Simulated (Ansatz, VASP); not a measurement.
## PtS2: VASP beside Ansatz

```
Pt S
1.0
     1.77145    1.02275    5.36099
    -1.77145    1.02275    5.36099
     0.00000   -2.04550    5.36099
Pt S
1 2
Direct
  0.00000 0.00000 0.00000
  0.74357 0.74357 0.74357
  0.25643 0.25643 0.25643
```

Alike in both runs: functional PBE; dispersion D3(BJ); k mesh 6 × 6 × 6; occupations gaussian, width 0.1 eV; no spin polarisation.

Ansatz relaxed the structure, and its values are those at the end. VASP's run is a single point on that final structure, the one shown.

|  | VASP | Ansatz |
| --- | --- | --- |
| version | VASP 6.6.1 | Ansatz 0.2.0 |
| potentials or method | VASP PAW PBE potentials, release 64 (Pt, S), cutoff 520 eV | scalar-relativistic, plane waves, PAW |
| valence electrons in the cell | 22 | 30 |

|  | VASP | Ansatz | Ansatz less VASP |
| --- | --- | --- | --- |
| gap on the k mesh at the Fermi level (eV) | 1.16 | 1.16 | -0.004 |
| least direct gap on the mesh (eV) | 1.37 | 1.37 | -0.005 |
| pressure (GPa) | -0.5 | -0.1 | +0.45 |
| rms of the force components (eV/Å) | 0.020 | 0.002 | -0.0183 |

VASP's potentials hold 22 valence electrons a cell and Ansatz's 30, so a difference there can come from the potentials and not from the codes.

Spin-orbit coupling is off throughout.
